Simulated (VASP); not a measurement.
# LiH (Fm-3m) in VASP: a series of runs, part 2 of 2

VASP 6.6.1.

## 6. Single point, PBE

Contents of INCAR:

```
SYSTEM = LiH
PREC = Accurate
ENCUT = 520
EDIFF = 1E-6
ISMEAR = -1
SIGMA = 0.05
LREAL = .FALSE.
LASPH = .TRUE.
NELM = 60
ALGO = Normal
ISIF = 2
LWAVE = .FALSE.
LCHARG = .FALSE.
GGA = PE
NBANDS = 9
```

Contents of KPOINTS:

```
Automatic mesh
0
G
  6 6 6
  0 0 0
```

Contents of POSCAR:

```
LiH
1.0
    0.0000000000      2.0367500000      2.0367500000
    2.0367500000      0.0000000000      2.0367500000
    2.0367500000      2.0367500000      0.0000000000
Li H
1 1
Direct
    0.0000000000      0.0000000000      0.0000000000
    0.5000000000      0.5000000000      0.5000000000
```

Potentials or basis: VASP PAW PBE potentials, release 64 (Li_sv, H).

Command:

```console
> cat potpaw_PBE.64/Li_sv/POTCAR potpaw_PBE.64/H/POTCAR > POTCAR
> mpirun -np 1 vasp_std > vasp.out
```

OUTCAR:

```text
SYSTEM = LiH
   PREC = Accurate
   ENCUT = 520
   EDIFF = 1E-6
   ISMEAR = -1
   LREAL = .FALSE.
   LASPH = .TRUE.
   NELM = 60
   ISIF = 2
   GGA = PE

 ion  position               nearest neighbor table
   1  0.000  0.000  0.000-
   2  0.500  0.500  0.500-

  LATTYP: Found a face centered cubic cell.
 ALAT       =     4.0735000000

  Lattice vectors:

 A1 = (   0.0000000000,   2.0367500000,   2.0367500000)
 A2 = (   2.0367500000,   0.0000000000,   2.0367500000)
 A3 = (   2.0367500000,   2.0367500000,   0.0000000000)

Analysis of symmetry for initial positions (statically):
=====================================================================
 Subroutine PRICEL returns:
 Original cell was already a primitive cell.

 Routine SETGRP: Setting up the symmetry group for a
 face centered cubic supercell.

 Subroutine GETGRP returns: Found 48 space group operations
 (whereof 48 operations were pure point group operations)
 out of a pool of 48 trial point group operations.

The static configuration has the point symmetry O_h .

Analysis of symmetry for dynamics (positions and initial velocities):
=====================================================================
 Subroutine PRICEL returns:
 Original cell was already a primitive cell.

 Routine SETGRP: Setting up the symmetry group for a
 face centered cubic supercell.

 Subroutine GETGRP returns: Found 48 space group operations
 (whereof 48 operations were pure point group operations)
 out of a pool of 48 trial point group operations.

The dynamic configuration has the point symmetry O_h .

 Subroutine INISYM returns: Found 48 space group operations
 (whereof 48 operations are pure point group operations),
 and found     1 'primitive' translations

----------------------------------------------------------------------------------------

                                     Primitive cell

  volume of cell :      16.8983

  direct lattice vectors                    reciprocal lattice vectors
     0.000000000  2.036750000  2.036750000    -0.245489137  0.245489137  0.245489137
     2.036750000  0.000000000  2.036750000     0.245489137 -0.245489137  0.245489137
     2.036750000  2.036750000  0.000000000     0.245489137  0.245489137 -0.245489137

  length of vectors
     2.880399473  2.880399473  2.880399473     0.425199658  0.425199658  0.425199658

  position of ions in fractional coordinates (direct lattice)
     0.000000000  0.000000000  0.000000000
     0.500000000  0.500000000  0.500000000

  ion indices of the primitive-cell ions
   primitive index   ion index
                 1           1
                 2           2

----------------------------------------------------------------------------------------

 KPOINTS: Automatic mesh

Automatic generation of k-mesh.
 Grid dimensions read from file:
 generate k-points for:    6    6    6

 Generating k-lattice:

  Cartesian coordinates                     Fractional coordinates (reciprocal lattice)
    -0.040914856  0.040914856  0.040914856     0.166666667  0.000000000  0.000000000
     0.040914856 -0.040914856  0.040914856     0.000000000  0.166666667  0.000000000
     0.040914856  0.040914856 -0.040914856     0.000000000  0.000000000  0.166666667

  Length of vectors
     0.070866610  0.070866610  0.070866610

  Shift w.r.t. Gamma in fractional coordinates (k-lattice)
     0.000000000  0.000000000  0.000000000

 Subroutine IBZKPT returns following result:
 ===========================================

 Found     16 irreducible k-points:

 Following reciprocal coordinates:
            Coordinates               Weight
  0.000000  0.000000  0.000000      1.000000
  0.166667  0.000000  0.000000      8.000000
  0.333333  0.000000  0.000000      8.000000
  0.500000  0.000000  0.000000      4.000000
  0.166667  0.166667  0.000000      6.000000
  0.333333  0.166667  0.000000     24.000000
[... 8 lines left out ...]
 -0.333333  0.333333  0.166667     24.000000
 -0.333333  0.500000  0.166667     12.000000
   k-points           NKPTS =     16   k-points in BZ     NKDIM =     16   number of bands    NBANDS=      9
   number of dos      NEDOS =    301   number of ions     NIONS =      2
   total plane-waves  NPLWV =  13824
   dimension x,y,z NGX =    24 NGY =   24 NGZ =   24
   dimension x,y,z NGXF=    48 NGYF=   48 NGZF=   48
   ions per type =               1   1
   NGX,Y,Z   is equivalent  to a cutoff of  13.85, 13.85, 13.85 a.u.
   NGXF,Y,Z  is equivalent  to a cutoff of  27.70, 27.70, 27.70 a.u.
 SYSTEM =  LiH
   PREC   = accura    normal or accurate (medium, high low for compatibility)
   ISTART =      0    job   : 0-new  1-cont  2-samecut
   ICHARG =      2    charge: 1-file 2-atom 10-const
   ISPIN  =      1    spin polarized calculation?
   LNONCOLLINEAR =      F non collinear calculations
   LSORBIT =      F    spin-orbit coupling
   LASPH  =      T    aspherical Exc in radial PAW
   ENCUT  =  520.0 eV  38.22 Ry    6.18 a.u.   5.36  5.36  5.36*2*pi/ulx,y,z
   NELM   =     60;   NELMIN=  2; NELMDL= -5     # of ELM steps
   EDIFF  = 0.1E-05   stopping-criterion for ELM
   LREAL  =      F    real-space projection
   EDIFFG = 0.1E-04   stopping-criterion for IOM
   NSW    =      0    number of steps for IOM
   IBRION =     -1    ionic relax: 0-MD 1-quasi-New 2-CG
   NFREE  =      0    steps in history (QN), initial steepest desc. (CG)
   ISIF   =      2    stress and relaxation
   ISYM   =      2    0-nonsym 1-usesym 2-fastsym
   POTIM  = 0.5000    time-step for ionic-motion
   TEBEG  =    0.0;   TEEND  =   0.0 temperature during run
   PSTRESS=    0.0 pullay stress
   NELECT =       4.0000    total number of electrons
   NUPDOWN=      -1.0000    fix difference up-down
   EMIN   =  10.00;   EMAX   =-10.00  energy-range for DOS
   EFERMI =   0.00;   METHOD = LEGACY
   ISMEAR =    -1;   SIGMA  =   0.05  broadening in eV -4-tet -1-fermi 0-gaus
   EFERMI_NEDOS =   21; number of points for ismear=-14 and -15
   IALGO  =     38    algorithm
   IMIX   =      4    mixing-type and parameters
     AMIX     =   0.40;   BMIX     =  1.00
     AMIX_MAG =   1.60;   BMIX_MAG =  1.00
  volume/ion in A,a.u.               =       8.45        57.02
  Fermi-wavevector in a.u.,A,eV,Ry     =   1.012699  1.913724 13.953585  1.025560
  Thomas-Fermi vector in A             =   2.145824
   LORBIT       =      0    0 simple, 1 ext, 2 COOP (PROOUT), +10 PAW based schemes
   GGA     = PE    functional components
   LHFCALC =     F    Hartree Fock is set to
   AEXX    =    0.0000 exact exchange contribution
   IVDW    =     0    specifies the selected vdW correction
   LEPSILON=     F    determine dielectric tensor
   LRPA    =     F    only Hartree local field effects (RPA)
 non-spin polarized calculation
  energy-cutoff  :      520.00
  volume of cell :       16.90
 maximum number of plane-waves:       468
 NGX is ok and might be reduce to    24
   NGX = 11   NGY = 11   NGZ = 11

 number of electron       3.9999999 magnetization

 Free energy of the ion-electron system (eV)
  ---------------------------------------------------
  ext. energy  EPLUGINS =         0.00000000
  ---------------------------------------------------
  free energy    TOTEN  =        -6.12186150 eV

  energy without entropy =       -6.12186150  energy(sigma->0) =       -6.12186150

 E-fermi :   0.8813     XC(G=0):  -8.3569

 val. band max:       -0.1263395085   @ k =   0.5000   0.5000   0.0000
 cond. band min:       2.8846911163   @ k =   0.5000   0.5000   0.0000
 fundamental gap:      3.0110306248
 Fermi energy:         0.8813166815

 k-point     1 :       0.0000    0.0000    0.0000
  band No.  band energies     occupation
      1     -44.4700      2.00000
      2      -5.3777      2.00000
      3      15.3477      0.00000
      4      17.2766      0.00000
      5      17.2766      0.00000
      6      17.2766      0.00000
      7      21.9051      0.00000
      8      21.9051      0.00000
      9      21.9051      0.00000
[... 169 lines left out ...]
 k-point    16 :      -0.3333    0.5000    0.1667
  band No.  band energies     occupation
      1     -44.4194      2.00000
      2      -0.2836      2.00000
      3       3.8716      0.00000
      4       6.7929      0.00000
      5      11.0784      0.00000
      6      16.8294      0.00000
      7      19.1973      0.00000
      8      27.9809      0.00000
      9      28.1017      0.00000

------------------------ aborting loop because EDIFF is reached ----------------------------------------

  FORCE on cell =-STRESS in cart. coord.  units (eV):
  Direction    XX          YY          ZZ          XY          YZ          ZX
  --------------------------------------------------------------------------------------
  -------------------------------------------------------------------------------------
  Total       -0.1943879     -0.1943879     -0.1943879      0.0000000      0.0000000     -0.0000000
  in kB      -18.4304786    -18.4304786    -18.4304786      0.0000000      0.0000000     -0.0000000
  external PRESSURE =     -18.4304786 kB  Pullay stress =       0.0000000 kB

 VOLUME and BASIS-vectors are now :
 -----------------------------------------------------------------------------
  energy-cutoff  :      520.00
  volume of cell :       16.90
      direct lattice vectors                 reciprocal lattice vectors
     0.000000000  2.036750000  2.036750000    -0.245489137  0.245489137  0.245489137
     2.036750000  0.000000000  2.036750000     0.245489137 -0.245489137  0.245489137
     2.036750000  2.036750000  0.000000000     0.245489137  0.245489137 -0.245489137

 POSITION                                       TOTAL-FORCE (eV/Angst)
 -----------------------------------------------------------------------------------
      0.00000      0.00000      0.00000         0.000000      0.000000      0.000000
      2.03675      2.03675      2.03675         0.000000      0.000000      0.000000
 -----------------------------------------------------------------------------------
    total drift:                                0.000000     -0.000000     -0.000000

  FREE ENERGIE OF THE ION-ELECTRON SYSTEM (eV)
  ---------------------------------------------------
  free  energy   TOTEN  =        -6.1218614971 eV

  energy  without entropy=       -6.1218614970  energy(sigma->0) =       -6.12186150
```

Wall time 1.5 s (1 thread of Intel Xeon 6975P-C (Granite Rapids), shared host); peak memory 0.13 GiB.

What came out:

```yaml
Free_energy: -6.1219 eV
Band_gap_on_the_k_mesh: 3.01 eV, direct
```

Levels at points of the mesh, in eV from the valence-band top:
| k point | band 1 | band 2 | band 3 | band 4 | band 5 | band 6 | band 7 |
| --- | --- | --- | --- | --- | --- | --- | --- |
| (0.00, 0.00, 0.00) | -44.34 | -5.25 | 15.47 | 17.40 | 17.40 | 17.40 | 22.03 |
| (0.50, 0.00, 0.00) | -44.31 | -2.49 | 4.81 | 13.25 | 16.06 | 16.06 | 18.60 |
| (0.50, 0.50, 0.00) | -44.29 | 0.00 | 3.01 | 10.58 | 10.58 | 13.68 | 16.60 |

Caveat: the k points lie up to 0.45 Å⁻¹ apart; the cutoff is under 1.25 times the usual one of these potentials, so pressure, stress and relaxed cells hold a basis-set (Pulay) error. A k mesh can miss the band edges.

## 7. Overview

| level | potentials or basis | spin | k mesh | smearing | grid for exact exchange (PRECFOCK) | share of exact exchange | screening parameter | gap on the mesh (eV) |
| --- | --- | --- | --- | --- | --- | --- | --- | --- |
| PBE-based screened hybrid | VASP PAW PBE potentials, release 64 (Li_sv, H) | off | 7 × 7 × 7 | methfessel-paxton 0.01 eV | Normal | 0.25 | 0.3 1/Å | 4.30 |
| BLYP | VASP PAW PBE potentials, release 64 (Li_sv, H) | off | 16 × 16 × 16 | fermi-dirac 0.01 eV | - | - | - | 3.45 |
| r2SCAN+D3(BJ) | VASP PAW PBE potentials, release 64 (Li_sv, H) | collinear, ferromagnetic start | 11 × 11 × 11 | gaussian 0.02 eV | - | - | - | 3.80 |
| LDA | VASP PAW LDA potentials, release 64 (Li_sv, H) | off | 6 × 6 × 6 | fermi-dirac 0.05 eV | - | - | - | 2.65 |
| PBE | VASP PAW PBE potentials, release 64 (Li_sv, H) | off | 6 × 6 × 6 | fermi-dirac 0.05 eV | - | - | - | 3.01 |

Alike in all rows: task single point; cell as given; cutoff (eV) 520.

Caveats: some runs use coarse meshes; the cutoff is under 1.25 times the usual one of these potentials, so pressure, stress and relaxed cells hold a basis-set (Pulay) error; the PAW data sets were made with another functional, which shifts forces and pressure a little (some runs).

Absolute energies hang on the potentials; compare differences alone.
